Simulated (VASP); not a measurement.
# SiO2 (P4_2/mnm) in VASP: further runs

The runs below take SiO2 through electric field gradients, with PBE.

Everything below comes from runs of VASP 6.6.1. Logs are shortened: lines on timing, memory, paths and dates and some standing lists are left out, and cuts for length are marked.

### 1 The cell of the first run

Symmetry: P4_2/mnm, No. 136, tetragonal system. Conventional cell: a = 4.264 Å, b = 4.264 Å, c = 2.668 Å, α = 90.00°, β = 90.00°, γ = 90.00°. Si (site symmetry mmm) has 6 O at 1.77 to 1.85 Å within 2.4 Å. O (site symmetry m2m) has 3 Si at 1.77 to 1.85 Å and 1 O at 2.33 Å within 2.4 Å.

### 2 Electric field gradients, PBE (equal xx and yy strain of +2 %)

INCAR

```
SYSTEM = SiO2
  PREC = Accurate
  ENCUT = 520
  EDIFF = 1E-8
  ISMEAR = -1
  SIGMA = 0.03
  LREAL = .FALSE.
  LASPH = .TRUE.
  NELM = 100
  ALGO = Normal
  ISIF = 2
  LWAVE = .FALSE.
  LCHARG = .FALSE.
  GGA = PE
  LEFG = .TRUE.
  NBANDS = 25
```

KPOINTS

```
Automatic mesh
0
G
  6 6 9
  0 0 0
```

POSCAR

```
SiO2
1.0
    4.2637020000      0.0000000000      0.0000000000
    0.0000000000      4.2637020000      0.0000000000
    0.0000000000      0.0000000000      2.6678000000
Si O
2 4
Direct
    0.0000000000      0.0000000000      0.0000000000
    0.5000000000      0.5000000000      0.5000000000
    0.3067000000      0.3067000000      0.0000000000
    0.1933000000      0.8067000000      0.5000000000
    0.6933000000      0.6933000000      0.0000000000
    0.8067000000      0.1933000000      0.5000000000
```

Potentials or basis: VASP PAW PBE potentials, release 64 (Si, O).

On the command line:

```bash
$ cat potpaw_PBE.64/Si/POTCAR potpaw_PBE.64/O/POTCAR > POTCAR
$ mpirun -np 1 vasp_std > vasp.out
```

OUTCAR:

```text
SYSTEM = SiO2
   PREC = Accurate
   ENCUT = 520
   EDIFF = 1E-8
   ISMEAR = -1
   LREAL = .FALSE.
   LASPH = .TRUE.
   NELM = 100
   ISIF = 2
   GGA = PE

 ion  position               nearest neighbor table
   1  0.000  0.000  0.000-   4 1.77   6 1.77   4 1.77   6 1.77   5 1.85   3 1.85
   2  0.500  0.500  0.500-   3 1.77   5 1.77   3 1.77   5 1.77   4 1.85   6 1.85
   3  0.307  0.307  0.000-   2 1.77   2 1.77   1 1.85
   4  0.193  0.807  0.500-   1 1.77   1 1.77   2 1.85
   5  0.693  0.693  0.000-   2 1.77   2 1.77   1 1.85
   6  0.807  0.193  0.500-   1 1.77   1 1.77   2 1.85

  LATTYP: Found a simple tetragonal cell.
 ALAT       =     4.2637020000
 C/A-ratio  =     0.6257003890

  Lattice vectors:

 A1 = (   4.2637020000,   0.0000000000,   0.0000000000)
 A2 = (   0.0000000000,   4.2637020000,   0.0000000000)
 A3 = (   0.0000000000,   0.0000000000,   2.6678000000)

Analysis of symmetry for initial positions (statically):
=====================================================================
 Subroutine PRICEL returns:
 Original cell was already a primitive cell.

 Routine SETGRP: Setting up the symmetry group for a
 simple tetragonal supercell.

 Subroutine GETGRP returns: Found 16 space group operations
 (whereof  8 operations were pure point group operations)
 out of a pool of 16 trial point group operations.

The static configuration has the point symmetry D_2h.
 The point group associated with its full space group is D_4h.

Analysis of symmetry for dynamics (positions and initial velocities):
=====================================================================
 Subroutine PRICEL returns:
 Original cell was already a primitive cell.

 Routine SETGRP: Setting up the symmetry group for a
 simple tetragonal supercell.

 Subroutine GETGRP returns: Found 16 space group operations
 (whereof  8 operations were pure point group operations)
 out of a pool of 16 trial point group operations.

The dynamic configuration has the point symmetry D_2h.
 The point group associated with its full space group is D_4h.

 Subroutine INISYM returns: Found 16 space group operations
 (whereof  8 operations are pure point group operations),
 and found     1 'primitive' translations

[... 149 lines left out ...]

 E-fermi :   8.2373     XC(G=0): -12.0508

 val. band max:        7.6481933326   @ k =   0.0000   0.0000   0.0000
 cond. band min:      12.6379829699   @ k =   0.0000   0.0000   0.0000
 fundamental gap:      4.9897896373
 Fermi energy:         8.2373390177

 k-point     1 :       0.0000    0.0000    0.0000
  band No.  band energies     occupation
      1     -14.5225      2.00000
      2     -11.1205      2.00000
      3     -11.1205      2.00000
      4     -10.9742      2.00000
      5      -2.9464      2.00000
      6       1.3676      2.00000
[... 661 lines left out ...]
     24      20.3741      0.00000
     25      21.3855      0.00000

 [... further k-points ...]
[... 5 lines left out ...]
  --------------------------------------------------------------------------------------
  -------------------------------------------------------------------------------------
  Total       -0.9081157     -0.9081157      1.2792599      0.0000000      0.0000000      0.0000000
  in kB      -30.0002441    -30.0002441     42.2612558      0.0000000      0.0000000      0.0000000
  external PRESSURE =      -5.9130775 kB  Pullay stress =       0.0000000 kB

 VOLUME and BASIS-vectors are now :
 -----------------------------------------------------------------------------
  energy-cutoff  :      520.00
  volume of cell :       48.50
      direct lattice vectors                 reciprocal lattice vectors
     4.263702000  0.000000000  0.000000000     0.234537967  0.000000000  0.000000000
     0.000000000  4.263702000  0.000000000     0.000000000  0.234537967  0.000000000
     0.000000000  0.000000000  2.667800000     0.000000000  0.000000000  0.374840693

 POSITION                                       TOTAL-FORCE (eV/Angst)
 -----------------------------------------------------------------------------------
      0.00000      0.00000      0.00000         0.000000      0.000000      0.000000
      2.13185      2.13185      1.33390         0.000000      0.000000      0.000000
      1.30768      1.30768      0.00000         0.120943      0.120943      0.000000
      0.82417      3.43953      1.33390        -0.120943      0.120943      0.000000
      2.95602      2.95602      0.00000        -0.120943     -0.120943     -0.000000
      3.43953      0.82417      1.33390         0.120943     -0.120943     -0.000000
 -----------------------------------------------------------------------------------
    total drift:                                0.000000      0.000000      0.000000

  FREE ENERGIE OF THE ION-ELECTRON SYSTEM (eV)
  ---------------------------------------------------
  free  energy   TOTEN  =       -46.3047543465 eV

  energy  without entropy=      -46.3047543465  energy(sigma->0) =      -46.30475435

 Electric field gradients (V/A^2)
---------------------------------------------------------------------
 ion       V_xx      V_yy      V_zz      V_xy      V_xz      V_yz
---------------------------------------------------------------------
   1      10.394    10.394   -20.789    18.979     0.000     0.000
   2      10.394    10.394   -20.789   -18.979     0.000    -0.000
   3     -22.981   -22.981    45.962    90.073    -0.000     0.000
   4     -22.981   -22.981    45.962   -90.073     0.000     0.000
   5     -22.981   -22.981    45.962    90.073    -0.000    -0.000
   6     -22.981   -22.981    45.962   -90.073     0.000     0.000
---------------------------------------------------------------------

 Electric field gradients after diagonalization (V/A^2)
 (convention: |V_zz| > |V_xx| > |V_yy|)
----------------------------------------------------------------------
 ion       V_xx      V_yy      V_zz     asymmetry (V_yy - V_xx)/ V_zz
----------------------------------------------------------------------
   1     -20.789    -8.585    29.373       0.415
   2     -20.789    -8.585    29.373       0.415
   3      67.092    45.962  -113.054       0.187
   4      67.092    45.962  -113.054       0.187
   5      67.092    45.962  -113.054       0.187
   6      67.092    45.962  -113.054       0.187
----------------------------------------------------------------------

           NMR quadrupolar parameters

 Cq : quadrupolar parameter    Cq=e*Q*V_zz/h
 eta: asymmetry parameters     (V_yy - V_xx)/ V_zz
 Q  : nuclear electric quadrupole moment in mb (millibarn)
----------------------------------------------------------------------
 ion       Cq(MHz)       eta       Q (mb)
----------------------------------------------------------------------
   1       0.071       0.415       1.000
   2       0.071       0.415       1.000
   3      -0.273       0.187       1.000
   4      -0.273       0.187       1.000
   5      -0.273       0.187       1.000
   6      -0.273       0.187       1.000
----------------------------------------------------------------------
```

OSZICAR:

```text
N       E                     dE             d eps       ncg     rms          rms(c)
DAV:   1     0.135314188196E+03    0.13531E+03   -0.17528E+04  2508   0.123E+03
DAV:   2    -0.437851630337E+02   -0.17910E+03   -0.17115E+03  3170   0.277E+02
DAV:   3    -0.508157881373E+02   -0.70306E+01   -0.69993E+01  3319   0.524E+01
DAV:   4    -0.508622453682E+02   -0.46457E-01   -0.46443E-01  2933   0.495E+00
DAV:   5    -0.508626369104E+02   -0.39154E-03   -0.39148E-03  3338   0.430E-01    0.169E+01
DAV:   6    -0.462382395432E+02    0.46244E+01   -0.13173E+01  3164   0.243E+01    0.767E+00
DAV:   7    -0.462845992499E+02   -0.46360E-01   -0.72656E-01  3152   0.493E+00    0.287E+00
DAV:   8    -0.462978859341E+02   -0.13287E-01   -0.25788E-02  3164   0.139E+00    0.108E+00
DAV:   9    -0.463045608475E+02   -0.66749E-02   -0.97323E-03  3187   0.836E-01    0.262E-01
DAV:  10    -0.463047787746E+02   -0.21793E-03   -0.59376E-04  3207   0.172E-01    0.485E-02
DAV:  11    -0.463047529666E+02    0.25808E-04   -0.10229E-04  3190   0.728E-02    0.986E-03
DAV:  12    -0.463047542154E+02   -0.12488E-05   -0.65963E-06  3169   0.178E-02    0.389E-03
DAV:  13    -0.463047543628E+02   -0.14743E-06   -0.87194E-07  3264   0.658E-03    0.378E-03
DAV:  14    -0.463047543449E+02    0.17919E-07   -0.35982E-08  3203   0.130E-03    0.989E-04
DAV:  15    -0.463047543465E+02   -0.15727E-08   -0.56468E-09  2287   0.611E-04
   1 F= -.46304754E+02 E0= -.46304754E+02  d E =-.117815E-10
```

stdout:

```text
POSCAR found type information on POSCAR SiO
 POSCAR found :  2 types and       6 ions
 scaLAPACK will be used
 LDA part: xc-table for (Slater+PW92), standard interpolation
 POSCAR, INCAR and KPOINTS ok, starting setup
 FFT: planning ... GRIDC
 FFT: planning ... GRID_SOFT
 FFT: planning ... GRID
 WAVECAR not read
 entering main loop
ion   1

ion   2

ion   3

ion   4

ion   5

ion   6
```

Run time: 76 s. Hardware: 1 thread of Intel Xeon 8259CL, shared host; peak memory 0.18 GiB.

Results:

```yaml
Free_energy: -46.3048 eV
Pressure: -0.6 GPa
Largest_force: 0.171 eV/Å
Band_gap_on_the_k_mesh: 4.99 eV, direct
```

Forces on the atoms (eV/Å):
```
Si   0.000  0.000  0.000
Si   0.000  0.000  0.000
O    0.121  0.121  0.000
O   -0.121  0.121  0.000
O   -0.121 -0.121  0.000
O    0.121 -0.121  0.000
```

Stress tensor (GPa, compression positive):
```
-3.00  0.00  0.00
 0.00 -3.00  0.00
 0.00  0.00  4.23
```

Electric field gradients, principal values (V/Å²):
```
atom   least   middle  greatest (by size)
1 Si  -8.585  -20.789              29.373
2 Si  -8.585  -20.789              29.373
 3 O  45.962   67.092            -113.054
 4 O  45.962   67.092            -113.054
 5 O  45.962   67.092            -113.054
 6 O  45.962   67.092            -113.054
```

Caveat: the cell differs from its parent crystal (equal xx and yy strain of +2 %); without QUAD_EFG the Cq values of the log hold for a quadrupole moment of 1 mb, not for the nuclei.

[end of part 1 of 2]
